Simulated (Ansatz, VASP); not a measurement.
**SrTiTe2 in VASP and in Ansatz**

```
Sr Ti Te
1.0
     2.08654    1.20466    7.34236
    -2.08654    1.20466    7.34236
     0.00000   -2.40933    7.34236
Sr Ti Te
1 1 2
Direct
  0.00000 0.00000 0.00000
  0.50000 0.50000 0.50000
  0.22200 0.22200 0.22200
  0.77800 0.77800 0.77800
```

Alike in both runs: task relaxation of cell and atoms; functional PBE; k mesh 6 × 6 × 6; occupations gaussian, width 0.1 eV; no spin polarisation.

|  | VASP | Ansatz |
| --- | --- | --- |
| version | VASP 6.6.1 | Ansatz 0.2.0 |
| potentials or method | VASP PAW PBE potentials, release 64 (Sr_sv, Ti_sv, Te), cutoff 600 eV | scalar-relativistic, plane waves, PAW |
| valence electrons in the cell | 34 | 54 |

|  | VASP | Ansatz | Ansatz less VASP |
| --- | --- | --- | --- |
| gap on the k mesh at the Fermi level, each at its own relaxed structure (eV) | none | none | - |
| relaxed volume (Å³/atom) | 28.79 | 28.66 | -0.133 |
| relaxed length of the cell vector where the two differ most in proportion (Å) | 7.683 | 7.719 | +0.0357 |

A gap of «none» marks a metal or a gap that the smearing closes. VASP's potentials hold 34 valence electrons a cell and Ansatz's 54, so a difference there can come from the potentials and not from the codes.

Neither program's run includes spin-orbit coupling.
